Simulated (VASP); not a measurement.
# Ru (P6_3/mmc) in VASP: a series of runs, part 2 of 2

VASP 6.6.1.

## 5. Relaxation of cell and atoms, PBE

Input file INCAR:

```
SYSTEM = Ru
  PREC = Accurate
  ENCUT = 600
  EDIFF = 1E-7
  ISMEAR = -1
  SIGMA = 0.05
  LREAL = .FALSE.
  LASPH = .TRUE.
  NELM = 100
  ALGO = Normal
  ISIF = 3
  LWAVE = .FALSE.
  LCHARG = .FALSE.
  GGA = PE
  IBRION = 2
  NSW = 45
  EDIFFG = -0.005
```

Input file KPOINTS:

```
regular mesh
0
G
  17 17 10
  0 0 0
```

Input file POSCAR:

```
Ru
1.0
    2.7210772114      0.0000000000      0.0000000000
   -1.3605386057      2.3565219907      0.0000000000
    0.0000000000      0.0000000000      4.2948850397
Ru
2
Direct
    0.3333333333      0.6666666667      0.2500000000
    0.6666666667      0.3333333333      0.7500000000
```

Potentials or basis: VASP PAW PBE potentials, release 64 (Ru_pv).

Command:

```bash
cat potpaw_PBE.64/Ru_pv/POTCAR > POTCAR
mpirun -np 1 vasp_std > vasp.out
```

OUTCAR:

```text
SYSTEM = Ru
   PREC = Accurate
   ENCUT = 600
   EDIFF = 1E-7
   ISMEAR = -1
   LREAL = .FALSE.
   LASPH = .TRUE.
   NELM = 100
   ISIF = 3
   GGA = PE
   IBRION = 2
   NSW = 45
   EDIFFG = -0.005

 ion  position               nearest neighbor table
   1  0.333  0.667  0.250-   2 2.66   2 2.66   2 2.66   2 2.66   2 2.66   2 2.66
   2  0.667  0.333  0.750-   1 2.66   1 2.66   1 2.66   1 2.66   1 2.66   1 2.66

  LATTYP: Found a hexagonal cell.
 ALAT       =     2.7210772114
 C/A-ratio  =     1.5783767626

  Lattice vectors:

 A1 = (   2.7210772114,   0.0000000000,   0.0000000000)
 A2 = (  -1.3605386057,   2.3565219907,   0.0000000000)
 A3 = (   0.0000000000,   0.0000000000,   4.2948850397)

Analysis of symmetry for initial positions (statically):
=====================================================================
 Subroutine PRICEL returns:
 Original cell was already a primitive cell.

 Routine SETGRP: Setting up the symmetry group for a
 hexagonal supercell.

 Subroutine GETGRP returns: Found 24 space group operations
 (whereof 12 operations were pure point group operations)
 out of a pool of 24 trial point group operations.

The static configuration has the point symmetry D_3d.
 The point group associated with its full space group is D_6h.

Analysis of symmetry for dynamics (positions and initial velocities):
=====================================================================
 Subroutine PRICEL returns:
 Original cell was already a primitive cell.

 Routine SETGRP: Setting up the symmetry group for a
 hexagonal supercell.

 Subroutine GETGRP returns: Found 24 space group operations
 (whereof 12 operations were pure point group operations)
 out of a pool of 24 trial point group operations.

The dynamic configuration has the point symmetry D_3d.
 The point group associated with its full space group is D_6h.

 Subroutine INISYM returns: Found 24 space group operations
 (whereof 12 operations are pure point group operations),
 and found     1 'primitive' translations

----------------------------------------------------------------------------------------

                                     Primitive cell

  volume of cell :      27.5400

  direct lattice vectors                    reciprocal lattice vectors
     2.721077211  0.000000000  0.000000000     0.367501516  0.212177099  0.000000000
    -1.360538606  2.356521991  0.000000000     0.000000000  0.424354198  0.000000000
     0.000000000  0.000000000  4.294885040     0.000000000  0.000000000  0.232835103

  length of vectors
     2.721077211  2.721077211  4.294885040     0.424354198  0.424354198  0.232835103

  position of ions in fractional coordinates (direct lattice)
     0.333333333  0.666666667  0.250000000
     0.666666667  0.333333333  0.750000000

  ion indices of the primitive-cell ions
   primitive index   ion index
                 1           1
                 2           2

----------------------------------------------------------------------------------------

 KPOINTS: regular mesh

Automatic generation of k-mesh.
[... 45 lines left out ...]
  0.411765  0.117647  0.000000     12.000000
  0.176471  0.176471  0.000000      6.000000
 [... further k-points ...]
   k-points           NKPTS =    198   k-points in BZ     NKDIM =    198   number of bands    NBANDS=     18
   number of dos      NEDOS =    301   number of ions     NIONS =      2
   total plane-waves  NPLWV =  20736
   dimension x,y,z NGX =    24 NGY =   24 NGZ =   36
   dimension x,y,z NGXF=    48 NGYF=   48 NGZF=   72
   ions per type =               2
   NGX,Y,Z   is equivalent  to a cutoff of  14.66, 14.66, 13.93 a.u.
   NGXF,Y,Z  is equivalent  to a cutoff of  29.33, 29.33, 27.87 a.u.
 SYSTEM =  Ru
   PREC   = accura    normal or accurate (medium, high low for compatibility)
   ISTART =      0    job   : 0-new  1-cont  2-samecut
   ICHARG =      2    charge: 1-file 2-atom 10-const
   ISPIN  =      1    spin polarized calculation?
   LNONCOLLINEAR =      F non collinear calculations
   LSORBIT =      F    spin-orbit coupling
   LASPH  =      T    aspherical Exc in radial PAW
   ENCUT  =  600.0 eV  44.10 Ry    6.64 a.u.   5.43  5.43  8.58*2*pi/ulx,y,z
   NELM   =    100;   NELMIN=  2; NELMDL= -5     # of ELM steps
   EDIFF  = 0.1E-06   stopping-criterion for ELM
   LREAL  =      F    real-space projection
   EDIFFG = -.5E-02   stopping-criterion for IOM
   NSW    =     45    number of steps for IOM
   IBRION =      2    ionic relax: 0-MD 1-quasi-New 2-CG
   NFREE  =      1    steps in history (QN), initial steepest desc. (CG)
   ISIF   =      3    stress and relaxation
   ISYM   =      2    0-nonsym 1-usesym 2-fastsym
   POTIM  = 0.5000    time-step for ionic-motion
   TEBEG  =    0.0;   TEEND  =   0.0 temperature during run
   PSTRESS=    0.0 pullay stress
   NELECT =      28.0000    total number of electrons
   NUPDOWN=      -1.0000    fix difference up-down
   EMIN   =  10.00;   EMAX   =-10.00  energy-range for DOS
   EFERMI =   0.00;   METHOD = LEGACY
   ISMEAR =    -1;   SIGMA  =   0.05  broadening in eV -4-tet -1-fermi 0-gaus
   EFERMI_NEDOS =   21; number of points for ismear=-14 and -15
   IALGO  =     38    algorithm
   IMIX   =      4    mixing-type and parameters
     AMIX     =   0.40;   BMIX     =  1.00
     AMIX_MAG =   1.60;   BMIX_MAG =  1.00
  volume/ion in A,a.u.               =      13.77        92.92
  Fermi-wavevector in a.u.,A,eV,Ry     =   1.646163  3.110797 36.869790  2.709853
  Thomas-Fermi vector in A             =   2.735838
   LORBIT       =      0    0 simple, 1 ext, 2 COOP (PROOUT), +10 PAW based schemes
   GGA     = PE    functional components
   LHFCALC =     F    Hartree Fock is set to
   AEXX    =    0.0000 exact exchange contribution
   IVDW    =     0    specifies the selected vdW correction
   LEPSILON=     F    determine dielectric tensor
   LRPA    =     F    only Hartree local field effects (RPA)
 conjugate gradient relaxation of ions
 non-spin polarized calculation
  energy-cutoff  :      600.00
  volume of cell :       27.54
 maximum number of plane-waves:       954
 NGX is ok and might be reduce to    24
   NGX = 11   NGY = 11   NGZ = 17

--------------------------------------- Ionic step        1  -------------------------------------------

 number of electron      28.0000004 magnetization

 Free energy of the ion-electron system (eV)
  ---------------------------------------------------
  ext. energy  EPLUGINS =         0.00000000
  ---------------------------------------------------
  free energy    TOTEN  =       -18.47105179 eV

  energy without entropy =      -18.45360662  energy(sigma->0) =      -18.46232921

------------------------ aborting loop because EDIFF is reached ----------------------------------------

  FORCE on cell =-STRESS in cart. coord.  units (eV):
  Direction    XX          YY          ZZ          XY          YZ          ZX
  --------------------------------------------------------------------------------------
  -------------------------------------------------------------------------------------
  Total       -0.0259454     -0.0259454     -0.0207042      0.0000000      0.0000000      0.0000000
  in kB       -1.5094068     -1.5094068     -1.2044975      0.0000000      0.0000000      0.0000000
  external PRESSURE =      -1.4077704 kB  Pullay stress =       0.0000000 kB
[... 59 lines left out ...]
--------------------------------------- Ionic step        3  -------------------------------------------

 number of electron      28.0000004 magnetization

 Free energy of the ion-electron system (eV)
  ---------------------------------------------------
  ext. energy  EPLUGINS =         0.00000000
  ---------------------------------------------------
  free energy    TOTEN  =       -18.47105770 eV

  energy without entropy =      -18.45362276  energy(sigma->0) =      -18.46234023

 E-fermi :  12.6083     XC(G=0): -14.0356

 val. band max:       12.6063032449   @ k =   0.1176   0.0588   0.4000
 cond. band min:      12.6097932029   @ k =   0.2353   0.0588   0.3000
 fundamental gap:      0.0034899580
 Fermi energy:        12.6083253236

 k-point     1 :       0.0000    0.0000    0.0000
  band No.  band energies     occupation
      1     -31.0106      2.00000
      2     -30.1227      2.00000
      3     -30.1227      2.00000
      4     -29.9575      2.00000
      5     -29.9575      2.00000
      6     -29.9121      2.00000
[... 481 lines left out ...]
      5     -30.0928      2.00000
      6     -30.0552      2.00000
[... 10 lines left out ...]
     17      14.1663      0.00000
     18      21.4549      0.00000

 [... further k-points ...]

------------------------ aborting loop because EDIFF is reached ----------------------------------------

  FORCE on cell =-STRESS in cart. coord.  units (eV):
  Direction    XX          YY          ZZ          XY          YZ          ZX
  --------------------------------------------------------------------------------------
  -------------------------------------------------------------------------------------
  Total       -0.0002153     -0.0002153      0.0043333     -0.0000000     -0.0000000      0.0000000
  in kB       -0.0125333     -0.0125333      0.2522131     -0.0000000     -0.0000000      0.0000000
  external PRESSURE =       0.0757155 kB  Pullay stress =       0.0000000 kB
[... 17 lines left out ...]
  FREE ENERGIE OF THE ION-ELECTRON SYSTEM (eV)
  ---------------------------------------------------
  free  energy   TOTEN  =       -18.4710576959 eV

  energy  without entropy=      -18.4536227568  energy(sigma->0) =      -18.46234023

 reached required accuracy - stopping structural energy minimisation
```

OSZICAR:

```text
N       E                     dE             d eps       ncg     rms          rms(c)
DAV:   1     0.308874644333E+03    0.30887E+03   -0.19545E+04  7128   0.191E+03
DAV:   2    -0.124437129184E+02   -0.32132E+03   -0.31556E+03  7516   0.522E+02
[... 22 lines left out ...]
DAV:   1    -0.184718132845E+02   -0.80013E-03   -0.16105E-02  7156   0.157E+00    0.223E-01
DAV:   2    -0.184710729316E+02    0.74035E-03   -0.22340E-03  7150   0.500E-01    0.367E-02
DAV:   3    -0.184710559974E+02    0.16934E-04   -0.11187E-04  7240   0.101E-01    0.211E-02
DAV:   4    -0.184710572546E+02   -0.12572E-05   -0.89117E-06  7320   0.289E-02    0.277E-03
DAV:   5    -0.184710574886E+02   -0.23405E-06   -0.75707E-07  7706   0.892E-03    0.149E-03
DAV:   6    -0.184710577378E+02   -0.24918E-06   -0.68157E-08  3656   0.245E-03    0.252E-04
DAV:   7    -0.184710576959E+02    0.41869E-07   -0.65764E-09  3570   0.668E-04
   3 F= -.18471058E+02 E0= -.18462340E+02  d E =-.590716E-05
```

CONTCAR:

```text
Ru
   1.00000000000000
     2.7206194421818544    0.0000000000000000    0.0000000000000000
    -1.3603097210909272    2.3561255509280317   -0.0000000000000000
     0.0000000000000000    0.0000000000000000    4.2943084633171393
  Ru
     2
Direct
     0.3333333332999970    0.6666666667000030    0.2500000000000000
     0.6666666667000030    0.3333333332999970    0.7500000000000000

  0.00000000E+00  0.00000000E+00  0.00000000E+00
  0.00000000E+00  0.00000000E+00  0.00000000E+00
```

Run time: 3.6 min. Hardware: 1 thread of AMD EPYC 9R45 (Zen 5), shared host; peak memory 0.2 GiB.

Results:

* Free energy: -18.4711 eV
* Relaxed volume: 13.76 Å³/atom
* Relaxed cell: a = 2.721 Å, b = 2.721 Å, c = 4.294 Å, α = 90.00°, β = 90.00°, γ = 120.00°
* Space group after relaxing (to 0.05 Å): P6_3/mmc (No. 194)
* Energy gained by relaxing: 0.0 meV/atom
* Ionic steps: 3
* Pressure after relaxing: 0.0 GPa
* Band gap on the k mesh: zero (band 14 reaches 14.00 eV, above the bottom of band 15 at 11.01 eV)

Final structure:
```yaml
crystal:
  lattice:
    - [2.72062, 0.00000, 0.00000]
    - [-1.36031, 2.35613, 0.00000]
    - [0.00000, 0.00000, 4.29431]
  atoms:
    - { symbol: Ru, position: [0.33333, 0.66667, 0.25000] }
    - { symbol: Ru, position: [0.66667, 0.33333, 0.75000] }
```

Levels at points of the mesh, in eV from the Fermi level:
```tsv
k point	band 10	band 11	band 12	band 13	band 14	band 15	band 16	band 17	band 18
(0.00, 0.00, 0.00)	-2.56	-2.36	-1.89	-1.89	-1.40	-1.40	1.14	1.14	1.29
(0.00, 0.00, 0.50)	-2.73	-2.73	-2.73	-2.67	-2.67	0.51	0.51	0.51	0.51
```

## 6. Overview

```csv
task,cell,cutoff (eV),gap on the mesh (eV),pressure (GPa),relaxed volume (Å³/atom)
single point,"a = 2.721, b = 2.721, c = 4.295 Å, angles 90.0, 90.0, 120.0°, 2 atoms",520,none,-0.1,-
single point,"a = 2.748, b = 2.748, c = 4.333 Å, angles 90.0, 90.0, 120.0°, 2 atoms",520,none,-8.4,-
relaxation of cell and atoms,"relaxed from a = 2.697, b = 2.697, c = 4.370 Å, angles 90.0, 90.0, 120.0°, 2 atoms",600,none,0.0,13.76
relaxation of cell and atoms,"relaxed from a = 2.721, b = 2.721, c = 4.295 Å, angles 90.0, 90.0, 120.0°, 2 atoms",600,none,0.0,13.76
```

Alike in all rows: level PBE; potentials or basis VASP PAW PBE potentials, release 64 (Ru_pv); no spin polarisation; k mesh 17 × 17 × 10; smearing fermi-dirac 0.05 eV.

Total energies depend on the potentials used, so only differences within one code and one set of settings carry meaning.
